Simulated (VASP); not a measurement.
# ZnSnP2 (I-42d) in VASP: a series of runs

ZnSnP2 is run at these levels: PBEsol; tasks: single point.

All numbers are computed with VASP 6.6.1; they aren't measurements. Logs are shortened: lines on timing, memory, paths and dates and some standing lists are left out, and cuts for length are marked.

### 1 The cell of the first run

Symmetry: I-42d, No. 122, tetragonal system. Conventional cell: a = 5.762 Å, b = 5.762 Å, c = 11.563 Å, α = 90.00°, β = 90.00°, γ = 90.00°. Within 3.2 Å of Zn (site symmetry -4) lie 4 P at 2.42 Å. Within 3.4 Å of Sn (site symmetry -4) lie 4 P at 2.58 Å. P (site symmetry 2) has 2 Zn at 2.42 Å and 2 Sn at 2.58 Å within 3.2 Å.

### 2 Single point, PBEsol

INCAR

```
PREC = Accurate
ENCUT = 500
EDIFF = 1E-6
ISMEAR = 0
SIGMA = 0.05
LREAL = F
LASPH = T
NELM = 120
ALGO = Normal
ISIF = 2
LWAVE = F
LCHARG = F
GGA = PS
NBANDS = 46
GGA_COMPAT = F
```

KPOINTS

```
Automatic mesh
0
Gamma
  8 8 8
```

POSCAR

```
ZnSnP2
1.0
   -2.8808500000      2.8808500000      5.7817500000
    2.8808500000     -2.8808500000      5.7817500000
    2.8808500000      2.8808500000     -5.7817500000
Zn Sn P
2 2 4
Direct
    0.7500000000      0.2500000000      0.5000000000
    0.0000000000      0.0000000000      0.0000000000
    0.2500000000      0.7500000000      0.5000000000
    0.5000000000      0.5000000000      0.0000000000
    0.3750000000      0.3504879709      0.4754879709
    0.6495120291      0.1250000000      0.0245120291
    0.1004879709      0.6250000000      0.9754879709
    0.8750000000      0.8995120291      0.5245120291
```

Potentials or basis: VASP PAW PBE potentials, release 64 (Zn, Sn_d, P).

Started as:

```console
> cat potpaw_PBE.64/Zn/POTCAR potpaw_PBE.64/Sn_d/POTCAR potpaw_PBE.64/P/POTCAR > POTCAR
> mpirun -np 1 vasp_std > vasp.out
```

OUTCAR:

```text
PREC = Accurate
   ENCUT = 500
   EDIFF = 1E-6
   ISMEAR = 0
   LREAL = F
   LASPH = T
   NELM = 120
   ISIF = 2
   GGA = PS

 ion  position               nearest neighbor table
   1  0.750  0.250  0.500-   6 2.42   5 2.42   7 2.42   8 2.42
   2  0.000  0.000  0.000-   8 2.42   6 2.42   7 2.42   5 2.42
   3  0.250  0.750  0.500-   6 2.58   5 2.58   8 2.58   7 2.58
   4  0.500  0.500  0.000-   8 2.58   6 2.58   7 2.58   5 2.58
   5  0.375  0.350  0.475-   1 2.42   2 2.42   4 2.58   3 2.58
   6  0.650  0.125  0.025-   1 2.42   2 2.42   3 2.58   4 2.58
   7  0.100  0.625  0.975-   1 2.42   2 2.42   3 2.58   4 2.58
   8  0.875  0.900  0.525-   2 2.42   1 2.42   4 2.58   3 2.58

  LATTYP: Found a body centered tetragonal cell.
 ALAT       =     5.7617000000
 C/A-ratio  =     2.0069597515

  Lattice vectors:

 A1 = (  -2.8808500000,   2.8808500000,   5.7817500000)
 A2 = (   2.8808500000,  -2.8808500000,   5.7817500000)
 A3 = (   2.8808500000,   2.8808500000,  -5.7817500000)

Analysis of symmetry for initial positions (statically):
=====================================================================
 Subroutine PRICEL returns:
 Original cell was already a primitive cell.

 Routine SETGRP: Setting up the symmetry group for a
 body centered tetragonal supercell.

 Subroutine GETGRP returns: Found  8 space group operations
 (whereof  4 operations were pure point group operations)
 out of a pool of 16 trial point group operations.

The static configuration has the point symmetry S_4 .
 The point group associated with its full space group is D_2d.

Analysis of symmetry for dynamics (positions and initial velocities):
=====================================================================
 Subroutine PRICEL returns:
 Original cell was already a primitive cell.

 Routine SETGRP: Setting up the symmetry group for a
 body centered tetragonal supercell.

 Subroutine GETGRP returns: Found  8 space group operations
 (whereof  4 operations were pure point group operations)
 out of a pool of 16 trial point group operations.

The dynamic configuration has the point symmetry S_4 .
 The point group associated with its full space group is D_2d.

 Subroutine INISYM returns: Found  8 space group operations
 (whereof  4 operations are pure point group operations),
 and found     1 'primitive' translations

----------------------------------------------------------------------------------------

                                     Primitive cell

  volume of cell :     191.9378

  direct lattice vectors                    reciprocal lattice vectors
    -2.880850000  2.880850000  5.781750000     0.000000000  0.173559887  0.086479007
     2.880850000 -2.880850000  5.781750000     0.173559887  0.000000000  0.086479007
     2.880850000  2.880850000 -5.781750000     0.173559887  0.173559887  0.000000000

  length of vectors
     7.072992755  7.072992755  7.072992755     0.193911457  0.193911457  0.245450746

  position of ions in fractional coordinates (direct lattice)
     0.750000000  0.250000000  0.500000000
     0.000000000  0.000000000  0.000000000
     0.250000000  0.750000000  0.500000000
     0.500000000  0.500000000  0.000000000
     0.375000000  0.350487971  0.475487971
     0.649512029  0.125000000  0.024512029
     0.100487971  0.625000000  0.975487971
     0.875000000  0.899512029  0.524512029

  ion indices of the primitive-cell ions
   primitive index   ion index
                 1           1
                 2           2
                 3           3
                 4           4
                 5           5
                 6           6
                 7           7
                 8           8

----------------------------------------------------------------------------------------

 KPOINTS: Automatic mesh

Automatic generation of k-mesh.
 Grid dimensions read from file:
 generate k-points for:    8    8    8

 Generating k-lattice:

  Cartesian coordinates                     Fractional coordinates (reciprocal lattice)
[... 53 lines left out ...]
 fundamental gap:      0.4283688026
 Fermi energy:         4.2094969107

 k-point     1 :       0.0000    0.0000    0.0000
  band No.  band energies     occupation
      1     -17.4088      2.00000
      2     -17.4088      2.00000
      3     -17.4084      2.00000
      4     -17.3933      2.00000
      5     -17.3852      2.00000
      6     -17.3852      2.00000
[... 38 lines left out ...]
     45       8.5227      0.00000
     46       8.5465      0.00000

 k-point     2 :       0.1250    0.0000    0.0000
  band No.  band energies     occupation
      1     -17.4099      2.00000
      2     -17.4083      2.00000
      3     -17.4075      2.00000
      4     -17.3937      2.00000
      5     -17.3862      2.00000
      6     -17.3847      2.00000
[... 38 lines left out ...]
     45       8.3776      0.00000
     46       8.7584      0.00000

 k-point     3 :       0.2500    0.0000    0.0000
  band No.  band energies     occupation
      1     -17.4110      2.00000
      2     -17.4072      2.00000
      3     -17.4063      2.00000
      4     -17.3944      2.00000
      5     -17.3886      2.00000
      6     -17.3835      2.00000
[... 38 lines left out ...]
     45       8.3087      0.00000
     46       9.0370      0.00000

 k-point     4 :       0.3750   -0.0000    0.0000
  band No.  band energies     occupation
      1     -17.4118      2.00000
      2     -17.4069      2.00000
      3     -17.4044      2.00000
      4     -17.3946      2.00000
      5     -17.3916      2.00000
      6     -17.3826      2.00000
[... 920 lines left out ...]
     45       8.8391      0.00000
     46       8.8995      0.00000

 k-point    23 :       0.2500    0.1250    0.1250
  band No.  band energies     occupation
      1     -17.4096      2.00000
      2     -17.4075      2.00000
      3     -17.4034      2.00000
      4     -17.3951      2.00000
      5     -17.3911      2.00000
      6     -17.3868      2.00000
[... 38 lines left out ...]
     45       9.0201      0.00000
     46       9.2083      0.00000

 k-point    24 :       0.3750    0.1250    0.1250
  band No.  band energies     occupation
      1     -17.4099      2.00000
      2     -17.4071      2.00000
      3     -17.4026      2.00000
      4     -17.3942      2.00000
      5     -17.3936      2.00000
      6     -17.3864      2.00000
[... 38 lines left out ...]
     45       9.1319      0.00000
     46       9.1999      0.00000

 [... further k-points ...]

------------------------ aborting loop because EDIFF is reached ----------------------------------------

  FORCE on cell =-STRESS in cart. coord.  units (eV):
  Direction    XX          YY          ZZ          XY          YZ          ZX
  --------------------------------------------------------------------------------------
  -------------------------------------------------------------------------------------
  Total       -5.5619264     -5.5619264     -5.4866671      0.0000000     -0.0000000      0.0000000
  in kB      -46.4274924    -46.4274924    -45.7992750      0.0000000     -0.0000000      0.0000000
  external PRESSURE =     -46.2180866 kB  Pullay stress =       0.0000000 kB

 VOLUME and BASIS-vectors are now :
 -----------------------------------------------------------------------------
  energy-cutoff  :      500.00
  volume of cell :      191.94
      direct lattice vectors                 reciprocal lattice vectors
    -2.880850000  2.880850000  5.781750000     0.000000000  0.173559887  0.086479007
     2.880850000 -2.880850000  5.781750000     0.173559887  0.000000000  0.086479007
     2.880850000  2.880850000 -5.781750000     0.173559887  0.173559887  0.000000000

 POSITION                                       TOTAL-FORCE (eV/Angst)
 -----------------------------------------------------------------------------------
      0.00000      2.88085      2.89087         0.000000     -0.000000      0.000000
      0.00000      0.00000      0.00000         0.000000     -0.000000     -0.000000
      2.88085      0.00000      2.89087         0.000000     -0.000000     -0.000000
      0.00000      0.00000      5.78175         0.000000     -0.000000     -0.000000
      1.29919      1.44043      1.44544         0.159670     -0.000000     -0.000000
     -1.44043      1.58166      4.33631         0.000000     -0.159670     -0.000000
      4.32127      1.29919     -1.44544         0.000000      0.159670     -0.000000
      1.58166      1.44043      7.22719        -0.159670     -0.000000     -0.000000
 -----------------------------------------------------------------------------------
    total drift:                               -0.000003     -0.000003     -0.000003

  FREE ENERGIE OF THE ION-ELECTRON SYSTEM (eV)
  ---------------------------------------------------
  free  energy   TOTEN  =       -35.9476689914 eV

  energy  without entropy=      -35.9476689914  energy(sigma->0) =      -35.94766899
```

Run time: 19 min. Hardware: 1 thread of AMD EPYC 7R43 (Zen 3), shared host; peak memory 0.63 GiB.

What came out:

| Property | Result |
| --- | --- |
| Free energy | -35.9477 eV |
| Pressure | -4.6 GPa |
| Largest force | 0.160 eV/Å |
| Band gap on the k mesh | 0.43 eV |

Forces in eV/Å, atoms in the order of the input:
```
Zn   0.000  0.000  0.000
Zn   0.000  0.000  0.000
Sn   0.000  0.000  0.000
Sn   0.000  0.000  0.000
P    0.160  0.000  0.000
P    0.000 -0.160  0.000
P    0.000  0.160  0.000
P   -0.160  0.000  0.000
```

Caveat: the cell stands under tension; semilocal functionals underestimate gaps, and a narrow one can read as zero; the PAW data sets were made with another functional, which shifts forces and pressure a little; spin-orbit coupling is left out, which moves the levels of the heavy elements. A k mesh can miss the band edges.

### 3 Single point, PBEsol

This run uses another cell than the first one, of 23.39 Å³/atom.

INCAR

```
ALGO     = Normal         # electronic algorithm
EDIFF    = 1E-6           # SCF threshold, eV
ENCUT    = 500            # plane-wave cutoff, eV
GGA      = PS             # functional
GGA_COMPAT= False        
ISIF     = 2              # what is computed and relaxed
ISMEAR   = 0              # smearing method
LASPH    = True           # aspherical terms in the spheres
LCHARG   = False          # write CHGCAR
LREAL    = False          # projectors in reciprocal space
LWAVE    = False          # write WAVECAR
NBANDS   = 46             # bands
NELM     = 120            # most SCF steps
PREC     = Accurate       # precision mode
SIGMA    = 0.05           # smearing width, eV
```

KPOINTS

```
k-points
0
Gamma
  8 8 8
```

POSCAR, as its differences from that of step 2:

```diff
@@ -2,5 +2,5 @@
 1.0
-   -2.8808500000      2.8808500000      5.7817500000
-    2.8808500000     -2.8808500000      5.7817500000
-    2.8808500000      2.8808500000     -5.7817500000
+   -2.8105826831      2.8105826831      5.9228000000
+    2.8105826831     -2.8105826831      5.9228000000
+    2.8105826831      2.8105826831     -5.9228000000
 Zn Sn P
```

Potentials or basis: VASP PAW PBE potentials, release 64 (Zn, Sn_d, P).

Started as:

```console
> cat potpaw_PBE.64/Zn/POTCAR potpaw_PBE.64/Sn_d/POTCAR potpaw_PBE.64/P/POTCAR > POTCAR
> mpirun -np 1 vasp_std > vasp.out
```

It took 19 min on 1 thread of Oxide Virtual Turin-like, shared host; peak memory 0.62 GiB.

The run converged. Its results:

* Free energy: -36.0110 eV
* Pressure: -3.2 GPa
* Largest force: 0.052 eV/Å
* Band gap on the k mesh: 0.45 eV

Forces in eV/Å, atoms in the order of the input:
```
Zn   0.000  0.000  0.000
Zn   0.000  0.000  0.000
Sn   0.000  0.000  0.000
Sn   0.000  0.000  0.000
P    0.052  0.000  0.000
P    0.000 -0.052  0.000
P    0.000  0.052  0.000
P   -0.052  0.000  0.000
```

Stress tensor (GPa, compression positive):
```
-2.25  0.00  0.00
 0.00 -2.25  0.00
 0.00  0.00 -5.16
```

Levels at points of the mesh, in eV from the valence-band top:
```
           k point  band 32  band 33  band 34  band 35  band 36  band 37  band 38  band 39  band 40  band 41
(0.00, 0.00, 0.00)    -2.34    -2.34    -0.27     0.00     0.00     0.45     1.45     1.61     3.10     3.10
(0.50, 0.00, 0.00)    -2.48    -2.25    -2.01    -1.53    -1.11     2.12     2.36     2.48     3.40     3.41
(0.50, 0.50, 0.00)    -1.61    -0.96    -0.96    -0.83    -0.83     0.81     0.81     2.92     2.92     3.92
(0.50, 0.50, 0.50)    -2.75    -1.58    -1.58    -1.28    -1.28     1.14     1.14     1.16     1.16     2.21
```

Caveat: the cell stands under tension; semilocal functionals underestimate gaps, and a narrow one can read as zero; the PAW data sets were made with another functional, which shifts forces and pressure a little; spin-orbit coupling is left out, which moves the levels of the heavy elements. A k mesh can miss the band edges.

### 4 Single point, PBEsol

This run uses another cell than the first one, of 19.10 Å³/atom.

INCAR

```
SYSTEM = ZnSnP2
  PREC = Accurate
  ENCUT = 500
  EDIFF = 1E-6
  ISMEAR = 0
  SIGMA = 0.05
  LREAL = .False.
  LASPH = .True.
  NELM = 120
  ALGO = Normal
  ISIF = 2
  LWAVE = .False.
  LCHARG = .True.
  GGA = PS
  LELF = .True.
  LVHAR = .True.
  NBANDS = 46
  GGA_COMPAT = .False.
```

KPOINTS

```
regular mesh
0
Gamma
  8 8 8
  0 0 0
```

POSCAR, as its differences from that of step 3:

```diff
@@ -2,5 +2,5 @@
 1.0
-   -2.8105826831      2.8105826831      5.9228000000
-    2.8105826831     -2.8105826831      5.9228000000
-    2.8105826831      2.8105826831     -5.9228000000
+   -2.6700500000      2.6700500000      5.3587000000
+    2.6700500000     -2.6700500000      5.3587000000
+    2.6700500000      2.6700500000     -5.3587000000
 Zn Sn P
```

Started as:

```console
> cat potpaw_PBE.64/Zn/POTCAR potpaw_PBE.64/Sn_d/POTCAR potpaw_PBE.64/P/POTCAR > POTCAR
> mpirun -np 1 vasp_std > vasp.out
```

Run time: 10 min. Hardware: 1 thread of Oxide Virtual Turin-like, shared host; peak memory 0.51 GiB.

Results (log left out):

| Quantity | Value |
| --- | --- |
| Free energy | -35.0141 eV |
| Pressure | 16.4 GPa |
| Largest force | 0.398 eV/Å |
| Band gap on the k mesh | 0.88 eV (least direct gap 0.90 eV) |

Forces in eV/Å, atoms in the order of the input:
```
Zn   0.000  0.000  0.000
Zn   0.000  0.000  0.000
Sn   0.000  0.000  0.000
Sn   0.000  0.000  0.000
P   -0.398  0.000  0.000
P    0.000  0.398  0.000
P    0.000 -0.398  0.000
P    0.398  0.000  0.000
```

Stress tensor (GPa, compression positive):
```
16.46  0.00  0.00
 0.00 16.46  0.00
 0.00  0.00 16.33
```

Levels at points of the mesh, in eV from the valence-band top:
```tsv
k point	band 34	band 35	band 36	band 37	band 38	band 39
(0.00, 0.00, 0.00)	-0.03	0.00	0.00	0.90	1.37	1.64
(0.50, 0.00, 0.00)	-2.51	-1.87	-1.30	2.63	2.83	2.96
(0.50, 0.50, 0.00)	-1.38	-1.10	-1.10	1.43	1.43	2.86
(0.50, 0.50, 0.50)	-2.13	-1.87	-1.87	0.88	0.88	1.15
```

Caveat: the cell stands under pressure; the PAW data sets were made with another functional, which shifts forces and pressure a little; spin-orbit coupling is left out, which moves the levels of the heavy elements.

### 5 Single point, PBEsol

This run uses another cell than the first one, of 19.60 Å³/atom.

INCAR

```
SYSTEM = ZnSnP2
ALGO = Normal ; EDIFF = 1E-6
ENCUT = 500 ; GGA = PS
GGA_COMPAT = .False. ; ISIF = 2
ISMEAR = 0 ; LASPH = .True.
LCHARG = .False. ; LREAL = .False.
LWAVE = .False. ; NBANDS = 46
NELM = 120 ; PREC = Accurate
SIGMA = 0.05
```

KPOINTS

```
k-points
0
Gamma
  8 8 8
  0 0 0
```

POSCAR, as its differences from that of step 4:

```diff
@@ -2,5 +2,5 @@
 1.0
-   -2.6700500000      2.6700500000      5.3587000000
-    2.6700500000     -2.6700500000      5.3587000000
-    2.6700500000      2.6700500000     -5.3587000000
+   -2.6700500000      2.6700500000      5.4997500000
+    2.6700500000     -2.6700500000      5.4997500000
+    2.6700500000      2.6700500000     -5.4997500000
 Zn Sn P
```

Started as:

```console
> cat potpaw_PBE.64/Zn/POTCAR potpaw_PBE.64/Sn_d/POTCAR potpaw_PBE.64/P/POTCAR > POTCAR
> mpirun -np 1 vasp_std > vasp.out
```

It took 13 min on 1 thread of Oxide Virtual Turin-like, shared host; peak memory 0.53 GiB.

It converged, with:

```
Free energy            : -35.3675 eV
Pressure               : 12.8 GPa
Largest force          : 0.350 eV/Å
Band gap on the k mesh : 0.84 eV (least direct gap 1.05 eV)
```

Forces in eV/Å, atoms in the order of the input:
```
Zn   0.000  0.000  0.000
Zn   0.000  0.000  0.000
Sn   0.000  0.000  0.000
Sn   0.000  0.000  0.000
P   -0.350  0.000  0.000
P    0.000  0.350  0.000
P    0.000 -0.350  0.000
P    0.350  0.000  0.000
```

Stress tensor (GPa, compression positive):
```
13.36  0.00  0.00
 0.00 13.36  0.00
 0.00  0.00 11.81
```

Levels at points of the mesh, in eV from the valence-band top:
| k point | band 32 | band 33 | band 34 | band 35 | band 36 | band 37 | band 38 | band 39 | band 40 | band 41 |
| --- | --- | --- | --- | --- | --- | --- | --- | --- | --- | --- |
| (0.00, 0.00, 0.00) | -3.05 | -3.05 | -0.18 | 0.00 | 0.00 | 1.05 | 1.44 | 1.50 | 3.18 | 3.18 |
| (0.50, 0.00, 0.00) | -3.03 | -2.76 | -2.52 | -1.87 | -1.33 | 2.50 | 2.76 | 2.76 | 3.45 | 3.61 |
| (0.50, 0.50, 0.00) | -1.89 | -1.28 | -1.28 | -1.08 | -1.08 | 1.29 | 1.29 | 2.98 | 2.98 | 4.11 |
| (0.50, 0.50, 0.50) | -3.21 | -2.01 | -2.01 | -1.76 | -1.76 | 0.84 | 0.84 | 1.12 | 1.12 | 1.96 |

Caveat: the cell stands under pressure; the PAW data sets were made with another functional, which shifts forces and pressure a little; spin-orbit coupling is left out, which moves the levels of the heavy elements. A k mesh can miss the band edges.

### 6 Overview

```csv
cell,gap on the mesh (eV),pressure (GPa),largest force (eV/Å)
"a = 7.073 Å, angles 131.9, 131.9, 70.3°, 8 atoms",0.43,-4.6,0.16
"a = 7.133 Å, angles 133.6, 133.6, 67.7°, 8 atoms",0.45,-3.2,0.05
"a = 6.555 Å, angles 131.9, 131.9, 70.3°, 8 atoms",0.88,16.4,0.40
"a = 6.671 Å, angles 132.8, 132.8, 68.9°, 8 atoms",0.84,12.8,0.35
```

Alike in all rows: task single point; level PBEsol; potentials or basis VASP PAW PBE potentials, release 64 (Zn, Sn_d, P); no spin polarisation; k mesh 8 × 8 × 8; cutoff (eV) 500; smearing gaussian 0.05 eV.

Caveats: the PAW data sets were made with another functional, which shifts forces and pressure a little; spin-orbit coupling is left out, which moves the levels of the heavy elements; the cell stands under tension (at least some runs); semilocal functionals underestimate gaps, and a narrow one can read as zero (at least some runs); the cell stands under pressure (at least some runs).

Total energies depend on the potentials used, so only differences within one code and one set of settings carry meaning.
